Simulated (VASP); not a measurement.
# Rh (Im-3m) in VASP: single point with LDA

Aim: the single point of Rh with LDA.

Everything below comes from runs of VASP 6.6.1. Logs are shortened: lines on timing, memory, paths and dates and some standing lists are left out, and cuts for length are marked.

## Step 1: The cell of the first run

Symmetry: Im-3m, No. 229, cubic system. The conventional cell has a = 3.006 Å, b = 3.006 Å, c = 3.006 Å, α = 90.00°, β = 90.00°, γ = 90.00°. Within 3.4 Å of Rh (site symmetry m-3m) lie 14 Rh at 2.60 to 3.01 Å.

This isn't the form of Rh at room conditions, which is fcc.

## Step 2: Single point, LDA

The input, INCAR:

```
SYSTEM = Rh
ALGO = Normal
EDIFF = 1E-6
ENCUT = 520
ISIF = 2
ISMEAR = -1
LASPH = .TRUE.
LCHARG = .TRUE.
LELF = .TRUE.
LREAL = .FALSE.
LVHAR = .TRUE.
LWAVE = .FALSE.
NBANDS = 54
NELM = 60
PREC = Accurate
SIGMA = 0.05
```

The input, KPOINTS:

```
k-points
0
G
  14 9 5
  0 0 0
```

The input, POSCAR:

```
Rh
1.0
   -1.5032019684      1.5032019684      1.5032019684
    0.0000000000     -3.0064039367      3.0064039367
    6.0128078734      3.0064039367      3.0064039367
Rh
6
Direct
    0.0000000000      0.0000000000      0.0000000000
    0.6666666670      0.5000000000      0.1666666670
    0.3333333330      0.0000000000      0.3333333330
    0.0000000000      0.5000000000      0.5000000000
    0.6666666670      0.0000000000      0.6666666670
    0.3333333330      0.5000000000      0.8333333330
```

Potentials or basis: VASP PAW LDA potentials, release 64 (Rh_pv).

Command:

```sh
cat potpaw_LDA.64/Rh_pv/POTCAR > POTCAR
mpirun -np 1 vasp_std > vasp.out
```

OUTCAR:

```text
SYSTEM = Rh
   EDIFF = 1E-6
   ENCUT = 520
   ISIF = 2
   ISMEAR = -1
   LASPH = .TRUE.
   LREAL = .FALSE.
   NELM = 60
   PREC = Accurate

 ion  position               nearest neighbor table
   1  0.000  0.000  0.000-   3 2.60   5 2.60   2 2.60   6 2.60   2 2.60   6 2.60   5 3.01   3 3.01
                             2 3.01   2 3.01   6 3.01   6 3.01
   2  0.667  0.500  0.167-   4 2.60   3 2.60   3 2.60   1 2.60   1 2.60   6 2.60   3 3.01   3 3.01
                             4 3.01   1 3.01   1 3.01   6 3.01
   3  0.333  0.000  0.333-   1 2.60   2 2.60   2 2.60   4 2.60   4 2.60   5 2.60   2 3.01   2 3.01
                             1 3.01   4 3.01   4 3.01   5 3.01
   4  0.000  0.500  0.500-   2 2.60   6 2.60   5 2.60   3 2.60   3 2.60   5 2.60   2 3.01   6 3.01
                             5 3.01   3 3.01   5 3.01   3 3.01
   5  0.667  0.000  0.667-   1 2.60   6 2.60   6 2.60   4 2.60   4 2.60   3 2.60   6 3.01   6 3.01
                             1 3.01   4 3.01   4 3.01   3 3.01
   6  0.333  0.500  0.833-   4 2.60   5 2.60   5 2.60   1 2.60   1 2.60   2 2.60   5 3.01   5 3.01
                             4 3.01   1 3.01   1 3.01   2 3.01

  LATTYP: Found a simple orthorhombic cell.
 ALAT       =     2.6036221833
 B/A-ratio  =     1.6329931618
 C/A-ratio  =     2.8284271247

  Lattice vectors:

 A1 = (  -1.5032019684,   1.5032019684,   1.5032019684)
 A2 = (   0.0000000000,  -3.0064039367,   3.0064039367)
 A3 = (   6.0128078734,   3.0064039367,   3.0064039367)

Analysis of symmetry for initial positions (statically):
=====================================================================
 Subroutine PRICEL returns following result:

  LATTYP: Found a body centered cubic cell.
 ALAT       =     3.0064039338

  Lattice vectors:

 A1 = (  -1.5032019729,   1.5032019639,   1.5032019639)
 A2 = (   1.5032019699,  -1.5032019669,   1.5032019698)
 A3 = (   1.5032019699,   1.5032019698,  -1.5032019669)

   6 primitive cells build up your supercell.

 Routine SETGRP: Setting up the symmetry group for a
 simple orthorhombic supercell.

 Subroutine GETGRP returns: Found  4 space group operations
 (whereof  4 operations were pure point group operations)
 out of a pool of  8 trial point group operations.

The static configuration has the point symmetry C_2h.

Analysis of symmetry for dynamics (positions and initial velocities):
=====================================================================
 Subroutine PRICEL returns following result:

  LATTYP: Found a body centered cubic cell.
 ALAT       =     3.0064039338

  Lattice vectors:

 A1 = (  -1.5032019729,   1.5032019639,   1.5032019639)
 A2 = (   1.5032019699,  -1.5032019669,   1.5032019698)
 A3 = (   1.5032019699,   1.5032019698,  -1.5032019669)

   6 primitive cells build up your supercell.

 Routine SETGRP: Setting up the symmetry group for a
 simple orthorhombic supercell.

 Subroutine GETGRP returns: Found  4 space group operations
 (whereof  4 operations were pure point group operations)
 out of a pool of  8 trial point group operations.

The dynamic configuration has the point symmetry C_2h.

 Subroutine INISYM returns: Found  4 space group operations
 (whereof  4 operations are pure point group operations),
 and found     6 'primitive' translations

----------------------------------------------------------------------------------------

                                     Primitive cell

  volume of cell :      13.5866

  direct lattice vectors                    reciprocal lattice vectors
    -1.503201973  1.503201964  1.503201964    -0.000000001  0.332623301  0.332623301
     1.503201970 -1.503201967  1.503201970     0.332623300  0.000000001  0.332623301
     1.503201970  1.503201970 -1.503201967     0.332623300  0.332623301  0.000000001

  length of vectors
     2.603622181  2.603622184  2.603622184     0.470400384  0.470400383  0.470400383

  position of ions in fractional coordinates (direct lattice)
     0.000000000  0.000000000  0.000000000

  ion indices of the primitive-cell ions
   primitive index   ion index
                 1           1

----------------------------------------------------------------------------------------

 KPOINTS: k-points

Automatic generation of k-mesh.
 Grid dimensions read from file:
 generate k-points for:   14    9    5

 Generating k-lattice:

  Cartesian coordinates                     Fractional coordinates (reciprocal lattice)
    -0.015839205  0.015839205  0.015839205     0.071428571  0.000000000  0.000000000
     0.000000000 -0.018479072  0.018479072     0.000000000  0.111111111  0.000000000
     0.022174887  0.011087443  0.011087443     0.000000000  0.000000000  0.200000000

  Length of vectors
     0.027434307  0.026133355  0.027158579

  Shift w.r.t. Gamma in fractional coordinates (k-lattice)
     0.000000000  0.000000000  0.000000000

 Subroutine IBZKPT returns following result:
 ===========================================

 Found    180 irreducible k-points:

 Following reciprocal coordinates:
            Coordinates               Weight
  0.000000  0.000000  0.000000      1.000000
  0.071429  0.000000  0.000000      2.000000
  0.142857  0.000000  0.000000      2.000000
  0.214286  0.000000  0.000000      2.000000
  0.285714  0.000000  0.000000      2.000000
  0.357143  0.000000  0.000000      2.000000
[... 16 lines left out ...]
  0.428571  0.222222  0.000000      4.000000
  0.500000  0.222222 -0.000000      2.000000
 [... further k-points ...]
   k-points           NKPTS =    180   k-points in BZ     NKDIM =    180   number of bands    NBANDS=     54
   number of dos      NEDOS =    301   number of ions     NIONS =      6
   total plane-waves  NPLWV =  35840
   dimension x,y,z NGX =    20 NGY =   32 NGZ =   56
   dimension x,y,z NGXF=    40 NGYF=   64 NGZF=  112
   ions per type =               6
   NGX,Y,Z   is equivalent  to a cutoff of  12.77, 12.51, 12.64 a.u.
   NGXF,Y,Z  is equivalent  to a cutoff of  25.54, 25.02, 25.28 a.u.
 SYSTEM =  Rh
   PREC   = accura    normal or accurate (medium, high low for compatibility)
   ISTART =      0    job   : 0-new  1-cont  2-samecut
   ICHARG =      2    charge: 1-file 2-atom 10-const
   ISPIN  =      1    spin polarized calculation?
   LNONCOLLINEAR =      F non collinear calculations
   LSORBIT =      F    spin-orbit coupling
   LASPH  =      T    aspherical Exc in radial PAW
   ENCUT  =  520.0 eV  38.22 Ry    6.18 a.u.   4.84  7.91 13.69*2*pi/ulx,y,z
   NELM   =     60;   NELMIN=  2; NELMDL= -5     # of ELM steps
   EDIFF  = 0.1E-05   stopping-criterion for ELM
   LREAL  =      F    real-space projection
   EDIFFG = 0.1E-04   stopping-criterion for IOM
   NSW    =      0    number of steps for IOM
   IBRION =     -1    ionic relax: 0-MD 1-quasi-New 2-CG
   NFREE  =      0    steps in history (QN), initial steepest desc. (CG)
   ISIF   =      2    stress and relaxation
   ISYM   =      2    0-nonsym 1-usesym 2-fastsym
   POTIM  = 0.5000    time-step for ionic-motion
   TEBEG  =    0.0;   TEEND  =   0.0 temperature during run
   PSTRESS=    0.0 pullay stress
   NELECT =      90.0000    total number of electrons
   NUPDOWN=      -1.0000    fix difference up-down
   EMIN   =  10.00;   EMAX   =-10.00  energy-range for DOS
   EFERMI =   0.00;   METHOD = LEGACY
   ISMEAR =    -1;   SIGMA  =   0.05  broadening in eV -4-tet -1-fermi 0-gaus
   EFERMI_NEDOS =   21; number of points for ismear=-14 and -15
   IALGO  =     38    algorithm
   IMIX   =      4    mixing-type and parameters
     AMIX     =   0.40;   BMIX     =  1.00
     AMIX_MAG =   1.60;   BMIX_MAG =  1.00
  volume/ion in A,a.u.               =      13.59        91.69
  Fermi-wavevector in a.u.,A,eV,Ry     =   1.692003  3.197423 38.951790  2.862876
  Thomas-Fermi vector in A             =   2.773668
   LORBIT       =      0    0 simple, 1 ext, 2 COOP (PROOUT), +10 PAW based schemes
   GGA     = CA    functional components
   LHFCALC =     F    Hartree Fock is set to
   AEXX    =    0.0000 exact exchange contribution
   IVDW    =     0    specifies the selected vdW correction
   LEPSILON=     F    determine dielectric tensor
   LRPA    =     F    only Hartree local field effects (RPA)
 non-spin polarized calculation
  energy-cutoff  :      520.00
  volume of cell :       81.52
 maximum number of plane-waves:      2240
 NGX is ok and might be reduce to    20
   NGX =  9   NGY = 15   NGZ = 27

 number of electron      89.9999984 magnetization

 Free energy of the ion-electron system (eV)
  ---------------------------------------------------
  ext. energy  EPLUGINS =         0.00000000
  ---------------------------------------------------
  free energy    TOTEN  =       -49.75508013 eV

  energy without entropy =      -49.62978870  energy(sigma->0) =      -49.69243442

 E-fermi :  11.7457     XC(G=0): -14.4131

 val. band max:       11.7456129947   @ k =   0.0714   0.1111   0.4000
 cond. band min:      11.7457972363   @ k =   0.1429   0.3333   0.4000
 fundamental gap:      0.0001842415
 Fermi energy:        11.7456605715

 k-point     1 :       0.0000    0.0000    0.0000
  band No.  band energies     occupation
      1     -34.8890      2.00000
      2     -34.6459      2.00000
      3     -34.6459      2.00000
      4     -34.6457      2.00000
      5     -34.6457      2.00000
      6     -34.5696      2.00000
[... 46 lines left out ...]
     53      20.7435      0.00000
     54      20.7435      0.00000

 k-point     2 :       0.0714    0.0000    0.0000
  band No.  band energies     occupation
      1     -34.8796      2.00000
      2     -34.6667      2.00000
      3     -34.6665      2.00000
      4     -34.6138      2.00000
      5     -34.6136      2.00000
      6     -34.5949      2.00000
[... 46 lines left out ...]
     53      20.8340      0.00000
     54      20.8774      0.00000

 k-point     3 :       0.1429    0.0000    0.0000
  band No.  band energies     occupation
      1     -34.8523      2.00000
      2     -34.6770      2.00000
      3     -34.6768      2.00000
      4     -34.6258      2.00000
      5     -34.5705      2.00000
      6     -34.5704      2.00000
[... 46 lines left out ...]
     53      21.0451      0.00000
     54      21.0455      0.00000
[... 1084 lines left out ...]
 k-point    23 :       0.4286    0.2222    0.0000
  band No.  band energies     occupation
      1     -34.8408      2.00000
      2     -34.7929      2.00000
      3     -34.7773      2.00000
      4     -34.7453      2.00000
      5     -34.7112      2.00000
      6     -34.6809      2.00000
[... 46 lines left out ...]
     53      17.6365      0.00000
     54      19.7019      0.00000

 k-point    24 :       0.5000    0.2222   -0.0000
  band No.  band energies     occupation
      1     -34.8607      2.00000
      2     -34.8036      2.00000
      3     -34.8036      2.00000
      4     -34.7532      2.00000
      5     -34.7532      2.00000
      6     -34.6885      2.00000
[... 46 lines left out ...]
     53      17.0943      0.00000
     54      20.6882      0.00000

 [... further k-points ...]

------------------------ aborting loop because EDIFF is reached ----------------------------------------

  FORCE on cell =-STRESS in cart. coord.  units (eV):
  Direction    XX          YY          ZZ          XY          YZ          ZX
  --------------------------------------------------------------------------------------
  -------------------------------------------------------------------------------------
  Total        0.5220757      0.4261509      0.4261509     -0.0567775     -0.0265714     -0.0567777
  in kB       10.2607902      8.3755005      8.3755005     -1.1158966     -0.5222294     -1.1158996
  external PRESSURE =       9.0039304 kB  Pullay stress =       0.0000000 kB

 VOLUME and BASIS-vectors are now :
 -----------------------------------------------------------------------------
  energy-cutoff  :      520.00
  volume of cell :       81.52
      direct lattice vectors                 reciprocal lattice vectors
    -1.503201968  1.503201968  1.503201968    -0.221748867  0.221748867  0.221748867
     0.000000000 -3.006403937  3.006403937     0.000000000 -0.166311650  0.166311650
     6.012807873  3.006403937  3.006403937     0.110874433  0.055437217  0.055437217

 POSITION                                       TOTAL-FORCE (eV/Angst)
 -----------------------------------------------------------------------------------
      0.00000      0.00000      0.00000        -0.000000     -0.000000      0.000000
      0.00000      0.00000      3.00640         0.000000     -0.000000      0.000000
      1.50320      1.50320      1.50320        -0.000000      0.000000     -0.000000
      3.00640      0.00000      3.00640        -0.000000      0.000000     -0.000000
      3.00640      3.00640      3.00640         0.000000     -0.000000      0.000000
      4.50961      1.50320      4.50961        -0.000000     -0.000000      0.000000
 -----------------------------------------------------------------------------------
    total drift:                                0.000000     -0.000000      0.000000

  FREE ENERGIE OF THE ION-ELECTRON SYSTEM (eV)
  ---------------------------------------------------
  free  energy   TOTEN  =       -49.7550801328 eV

  energy  without entropy=      -49.6297887005  energy(sigma->0) =      -49.69243442
```

Wall time 5.5 min (1 thread of Oxide Virtual Turin-like, shared host); peak memory 0.51 GiB.

Results:

```yaml
Free_energy: -49.7551 eV
Pressure: 0.9 GPa
Band_gap_on_the_k_mesh: zero (bands 45 and 46 overlap by 1.76 eV)
```
